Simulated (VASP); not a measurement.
The system is HfN.

```
Hf N
1.0
     0.00000    2.42164    2.42164
     2.42164    0.00000    2.42164
     2.42164    2.42164    0.00000
Hf N
1 1
Direct
  0.00000 0.00000 0.00000
  0.25000 0.25000 0.25000
```

Base run:

| Property | Result |
| --- | --- |
| Program | VASP 6.6.1 |
| Functional | r2SCAN |
| Potentials or basis | VASP PAW PBE potentials, release 64 (Hf_pv, N) |
| Cutoff | 520 eV |
| k mesh | 9 × 9 × 9 |
| Occupations | fermi-dirac, width 0.05 eV |
| Spin | no spin polarisation |

Its results: pressure 5.0 GPa.

Q: The run is repeated on the same cell with these changes: functional from r2SCAN to PBEsol. What comes out?

A: Pressure 2.2 GPa.

Caveats: the PAW data sets were made with another functional, which shifts forces and pressure a little.
